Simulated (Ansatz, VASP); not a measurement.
**Two plane-wave programs on Hg**

INCAR

```
PREC = Accurate
ENCUT = 500
EDIFF = 1E-7
ISMEAR = -1
SIGMA = 0.1
LREAL = F
LASPH = T
NELM = 120
ALGO = Normal
ISIF = 3
LWAVE = F
LCHARG = F
GGA = RP
IBRION = 2
NSW = 80
EDIFFG = -0.01
GGA_COMPAT = F
NELMIN = 4
```

KPOINTS

```
regular mesh
0
Gamma
  11 11 11
```

The input POSCAR:

```
Hg
1.0
    2.9208326038      0.0000000000      0.0000000000
    0.0000000000      2.9208326038      0.0000000000
    0.0000000000      0.0000000000      2.9208326038
Hg
1
Direct
    0.0000000000      0.0000000000      0.0000000000
```

Input for Ansatz:

```yaml
crystal:
  lattice:
    - [2.9208326038, 0.0, 0.0]
    - [0.0, 2.9208326038, 0.0]
    - [0.0, 0.0, 2.9208326038]
  atoms:
    - { symbol: Hg, position: [0.0, 0.0, 0.0] }
hamiltonian:
  xc: rpbe
  pseudopotentials:
    kind: paw
    azcp:
      Hg: "pseudopotentials/Hg.paw.azcp"
basis:
  ecutwfc: 420
  fft_grid_basis: typed
kpoints:
  mp_grid: { grid: [11, 11, 11], shift: [0, 0, 0] }
magnetization:
  spin_polarized: false
scf:
  occupations: { method: fermi_dirac, width: 0.1 }
relax:
  max_steps: 60
  f_tol: 0.01
  cell: {}
```

Alike in both runs: task relaxation of cell and atoms; functional RPBE; k mesh 11 × 11 × 11; occupations fermi-dirac, width 0.1 eV; no spin polarisation.

```csv
,VASP,Ansatz
version,VASP 6.6.1,Ansatz 0.2.0
potentials or method,"VASP PAW PBE potentials, release 64 (Hg_sv_GW), cutoff 500 eV","plane waves (420 eV) with PAW, scalar-relativistic"
valence electrons in the cell,20,20
```

```tsv
	VASP	Ansatz	Ansatz less VASP
relaxed volume (Å³/atom)	29.77	115.07	+85.293
relaxed cell length with the largest relative difference (Å)	3.099	4.864	+1.7645
```

VASP's potentials were made for PBE, not for RPBE. One of these differences is far larger than is usual between the two programs; its cause wasn't traced.

Neither program's run includes spin-orbit coupling. Noted on VASP's run: the volume moved by over 15 % at a fixed basis, so the end points are rough.
